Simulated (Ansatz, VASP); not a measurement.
**One calculation of NiSbO4, two programs**

```
CELL_PARAMETERS angstrom
0.00000 3.17411 3.17411
3.17411 0.00000 3.17411
3.17411 3.17411 0.00000
ATOMIC_POSITIONS crystal
Ni 0.75000 0.75000 0.75000
Sb 0.00000 0.00000 0.00000
O 0.37405 0.37405 0.87786
O 0.87786 0.37405 0.37405
O 0.37405 0.37405 0.37405
O 0.37405 0.87786 0.37405
```

Change from the starting cell: species swapped into the HoInCo4 type (F-43m, No. 216).

Alike in both runs: functional PBE; k mesh 6 × 6 × 6; occupations gaussian, width 0.1 eV; collinear spin.

Ansatz relaxed the structure, and its values are those at the end. VASP's run is a single point on that final structure, the one shown.

```csv
,VASP,Ansatz
version,VASP 6.6.1,Ansatz 0.2.0
potentials or method,"VASP PAW PBE potentials, release 64 (Ni, Sb, O), cutoff 520 eV","scalar-relativistic, plane waves, PAW"
valence electrons in the cell,39,57
```

```csv
,VASP,Ansatz,Ansatz less VASP
gap on the k mesh at the Fermi level (eV),none,none,-
pressure (GPa),-1.8,-0.1,+1.77
rms of the force components (eV/Å),0.027,0.003,-0.0240
net moment per atom (μB),0.01,0.13,+0.120
size of the moment on the site where the two differ most (μB),0.01,0.63,+0.618
```

The net moments are unlike, so the other rows may belong to different states. Site moments also hang on the region over which each program counts them. A gap of «none» marks a metal or a gap that the smearing closes. VASP's potentials hold 39 valence electrons a cell and Ansatz's 57, so a difference there can come from the potentials and not from the codes.

Neither program's run includes spin-orbit coupling.
